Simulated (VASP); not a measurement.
# Al (Fm-3m) in VASP: notebook, part 2 of 2

VASP 6.6.1. Earlier steps stand in the parts before.

## 3. Single point, PBE

This run uses another cell than the first one, of 18.26 Å³/atom, 1.023 times its volume.

INCAR reads:

```
SYSTEM = Al
PREC     = Accurate       ! precision mode
ENCUT    = 520            ! plane-wave cutoff, eV
EDIFF    = 1E-6           ! SCF threshold, eV
ISMEAR   = -1             ! smearing method
SIGMA    = 0.15           ! smearing width, eV
LREAL    = .False.        ! projectors in reciprocal space
LASPH    = .True.         ! aspherical terms in the spheres
NELM     = 80             ! most SCF steps
ALGO     = Normal         ! electronic algorithm
ISIF     = 2              ! what is computed and relaxed
LWAVE    = .False.        ! write WAVECAR
LCHARG   = .True.         ! write CHGCAR
GGA      = PE             ! functional
LELF     = .True.         ! ELF
LVHAR    = .True.       
NBANDS   = 8              ! bands
```

KPOINTS reads:

```
Automatic mesh
0
Gamma
  14 14 14
  0 0 0
```

POSCAR reads:

```
Al
1.0
    0.0000000000      2.0901659392      2.0901659392
    2.0901659392      0.0000000000      2.0901659392
    2.0901659392      2.0901659392      0.0000000000
Al
1
Direct
    0.0000000000      0.0000000000      0.0000000000
```

Potentials or basis: VASP PAW PBE potentials, release 64 (Al).

Run with:

```bash
$ cat potpaw_PBE.64/Al/POTCAR > POTCAR
$ mpirun -np 1 vasp_std > vasp.out
```

OUTCAR:

```text
SYSTEM = Al
   PREC = Accurate
   ENCUT = 520
   EDIFF = 1E-6
   ISMEAR = -1
   LREAL = .False.
   LASPH = .True.
   NELM = 80
   ISIF = 2
   GGA = PE

 ion  position               nearest neighbor table
   1  0.000  0.000  0.000-

  LATTYP: Found a face centered cubic cell.
 ALAT       =     4.1803318784

  Lattice vectors:

 A1 = (   0.0000000000,   2.0901659392,   2.0901659392)
 A2 = (   2.0901659392,   0.0000000000,   2.0901659392)
 A3 = (   2.0901659392,   2.0901659392,   0.0000000000)

Analysis of symmetry for initial positions (statically):
=====================================================================
 Subroutine PRICEL returns:
 Original cell was already a primitive cell.

 Routine SETGRP: Setting up the symmetry group for a
 face centered cubic supercell.

 Subroutine GETGRP returns: Found 48 space group operations
 (whereof 48 operations were pure point group operations)
 out of a pool of 48 trial point group operations.

The static configuration has the point symmetry O_h .

Analysis of symmetry for dynamics (positions and initial velocities):
=====================================================================
 Subroutine PRICEL returns:
 Original cell was already a primitive cell.

 Routine SETGRP: Setting up the symmetry group for a
 face centered cubic supercell.

 Subroutine GETGRP returns: Found 48 space group operations
 (whereof 48 operations were pure point group operations)
 out of a pool of 48 trial point group operations.

The dynamic configuration has the point symmetry O_h .

 Subroutine INISYM returns: Found 48 space group operations
 (whereof 48 operations are pure point group operations),
 and found     1 'primitive' translations

----------------------------------------------------------------------------------------

                                     Primitive cell

  volume of cell :      18.2630

  direct lattice vectors                    reciprocal lattice vectors
     0.000000000  2.090165939  2.090165939    -0.239215457  0.239215457  0.239215457
     2.090165939  0.000000000  2.090165939     0.239215457 -0.239215457  0.239215457
     2.090165939  2.090165939  0.000000000     0.239215457  0.239215457 -0.239215457

  length of vectors
     2.955941019  2.955941019  2.955941019     0.414333325  0.414333325  0.414333325

  position of ions in fractional coordinates (direct lattice)
     0.000000000  0.000000000  0.000000000

  ion indices of the primitive-cell ions
   primitive index   ion index
                 1           1

----------------------------------------------------------------------------------------

 KPOINTS: Automatic mesh

Automatic generation of k-mesh.
 Grid dimensions read from file:
 generate k-points for:   14   14   14

 Generating k-lattice:

  Cartesian coordinates                     Fractional coordinates (reciprocal lattice)
    -0.017086818  0.017086818  0.017086818     0.071428571  0.000000000  0.000000000
     0.017086818 -0.017086818  0.017086818     0.000000000  0.071428571  0.000000000
     0.017086818  0.017086818 -0.017086818     0.000000000  0.000000000  0.071428571

  Length of vectors
     0.029595238  0.029595238  0.029595238

  Shift w.r.t. Gamma in fractional coordinates (k-lattice)
     0.000000000  0.000000000  0.000000000

 Subroutine IBZKPT returns following result:
 ===========================================

 Found    104 irreducible k-points:

 Following reciprocal coordinates:
            Coordinates               Weight
  0.000000  0.000000  0.000000      1.000000
  0.071429  0.000000  0.000000      8.000000
  0.142857  0.000000  0.000000      8.000000
  0.214286  0.000000  0.000000      8.000000
  0.285714  0.000000  0.000000      8.000000
  0.357143  0.000000  0.000000      8.000000
[... 16 lines left out ...]
  0.214286  0.142857  0.000000     24.000000
  0.285714  0.142857  0.000000     24.000000
 [... further k-points ...]
   k-points           NKPTS =    104   k-points in BZ     NKDIM =    104   number of bands    NBANDS=      8
   number of dos      NEDOS =    301   number of ions     NIONS =      1
   total plane-waves  NPLWV =  13824
   dimension x,y,z NGX =    24 NGY =   24 NGZ =   24
   dimension x,y,z NGXF=    48 NGYF=   48 NGZF=   48
   ions per type =               1
   NGX,Y,Z   is equivalent  to a cutoff of  13.50, 13.50, 13.50 a.u.
   NGXF,Y,Z  is equivalent  to a cutoff of  27.00, 27.00, 27.00 a.u.
 SYSTEM =  Al
   PREC   = accura    normal or accurate (medium, high low for compatibility)
   ISTART =      0    job   : 0-new  1-cont  2-samecut
   ICHARG =      2    charge: 1-file 2-atom 10-const
   ISPIN  =      1    spin polarized calculation?
   LNONCOLLINEAR =      F non collinear calculations
   LSORBIT =      F    spin-orbit coupling
   LASPH  =      T    aspherical Exc in radial PAW
   ENCUT  =  520.0 eV  38.22 Ry    6.18 a.u.   5.50  5.50  5.50*2*pi/ulx,y,z
   NELM   =     80;   NELMIN=  2; NELMDL= -5     # of ELM steps
   EDIFF  = 0.1E-05   stopping-criterion for ELM
   LREAL  =      F    real-space projection
   EDIFFG = 0.1E-04   stopping-criterion for IOM
   NSW    =      0    number of steps for IOM
   IBRION =     -1    ionic relax: 0-MD 1-quasi-New 2-CG
   NFREE  =      0    steps in history (QN), initial steepest desc. (CG)
   ISIF   =      2    stress and relaxation
   ISYM   =      2    0-nonsym 1-usesym 2-fastsym
   POTIM  = 0.5000    time-step for ionic-motion
   TEBEG  =    0.0;   TEEND  =   0.0 temperature during run
   PSTRESS=    0.0 pullay stress
   NELECT =       3.0000    total number of electrons
   NUPDOWN=      -1.0000    fix difference up-down
   EMIN   =  10.00;   EMAX   =-10.00  energy-range for DOS
   EFERMI =   0.00;   METHOD = LEGACY
   ISMEAR =    -1;   SIGMA  =   0.15  broadening in eV -4-tet -1-fermi 0-gaus
   EFERMI_NEDOS =   21; number of points for ismear=-14 and -15
   IALGO  =     38    algorithm
   IMIX   =      4    mixing-type and parameters
     AMIX     =   0.40;   BMIX     =  1.00
     AMIX_MAG =   1.60;   BMIX_MAG =  1.00
  volume/ion in A,a.u.               =      18.26       123.24
  Fermi-wavevector in a.u.,A,eV,Ry     =   0.896584  1.694299 10.937227  0.803863
  Thomas-Fermi vector in A             =   2.019061
   LORBIT       =      0    0 simple, 1 ext, 2 COOP (PROOUT), +10 PAW based schemes
   GGA     = PE    functional components
   LHFCALC =     F    Hartree Fock is set to
   AEXX    =    0.0000 exact exchange contribution
   IVDW    =     0    specifies the selected vdW correction
   LEPSILON=     F    determine dielectric tensor
   LRPA    =     F    only Hartree local field effects (RPA)
 non-spin polarized calculation
  energy-cutoff  :      520.00
  volume of cell :       18.26
 maximum number of plane-waves:       531
 NGX is ok and might be reduce to    24
   NGX = 11   NGY = 11   NGZ = 11

 number of electron       3.0000000 magnetization

 Free energy of the ion-electron system (eV)
  ---------------------------------------------------
  ext. energy  EPLUGINS =         0.00000000
  ---------------------------------------------------
  free energy    TOTEN  =        -3.71845012 eV

  energy without entropy =       -3.68140618  energy(sigma->0) =       -3.69992815

 E-fermi :   6.9727     XC(G=0):  -9.8348

 val. band max:        6.9287963113   @ k =  -0.3571   0.4286   0.1429
 cond. band min:       7.0049776262   @ k =   0.5000   0.2857   0.0000
 fundamental gap:      0.0761813149
 Fermi energy:         6.9726571346

 k-point     1 :       0.0000    0.0000    0.0000
  band No.  band energies     occupation
      1      -3.4710      2.00000
      2      19.0523      0.00000
      3      19.0523      0.00000
      4      19.0523      0.00000
      5      19.8108      0.00000
      6      19.8108      0.00000
      7      19.8108      0.00000
      8      22.7310      0.00000
[... 243 lines left out ...]
 k-point    24 :       0.2857    0.1429    0.0000
  band No.  band energies     occupation
      1      -1.5806      2.00000
      2      11.0215      0.00000
      3      14.8178      0.00000
      4      16.3438      0.00000
      5      16.6934      0.00000
      6      20.2393      0.00000
      7      24.0256      0.00000
      8      24.4933      0.00000

 [... further k-points ...]

------------------------ aborting loop because EDIFF is reached ----------------------------------------

  FORCE on cell =-STRESS in cart. coord.  units (eV):
  Direction    XX          YY          ZZ          XY          YZ          ZX
  --------------------------------------------------------------------------------------
  -------------------------------------------------------------------------------------
  Total       -0.6995408     -0.6995408     -0.6995408      0.0000000      0.0000000      0.0000000
  in kB      -61.3693226    -61.3693226    -61.3693226      0.0000000      0.0000000      0.0000000
  external PRESSURE =     -61.3693226 kB  Pullay stress =       0.0000000 kB

 VOLUME and BASIS-vectors are now :
 -----------------------------------------------------------------------------
  energy-cutoff  :      520.00
  volume of cell :       18.26
      direct lattice vectors                 reciprocal lattice vectors
     0.000000000  2.090165939  2.090165939    -0.239215457  0.239215457  0.239215457
     2.090165939  0.000000000  2.090165939     0.239215457 -0.239215457  0.239215457
     2.090165939  2.090165939  0.000000000     0.239215457  0.239215457 -0.239215457

 POSITION                                       TOTAL-FORCE (eV/Angst)
 -----------------------------------------------------------------------------------
      0.00000      0.00000      0.00000         0.000000      0.000000      0.000000
 -----------------------------------------------------------------------------------
    total drift:                               -0.000000      0.000000      0.000000

  FREE ENERGIE OF THE ION-ELECTRON SYSTEM (eV)
  ---------------------------------------------------
  free  energy   TOTEN  =        -3.7184501154 eV

  energy  without entropy=       -3.6814061789  energy(sigma->0) =       -3.69992815
```

Run time: 7.4 s. Hardware: 1 thread of Intel Xeon 6975P-C, shared host; peak memory 0.13 GiB.

What came out:

```
Free energy : -3.7185 eV
Pressure    : -6.1 GPa
```
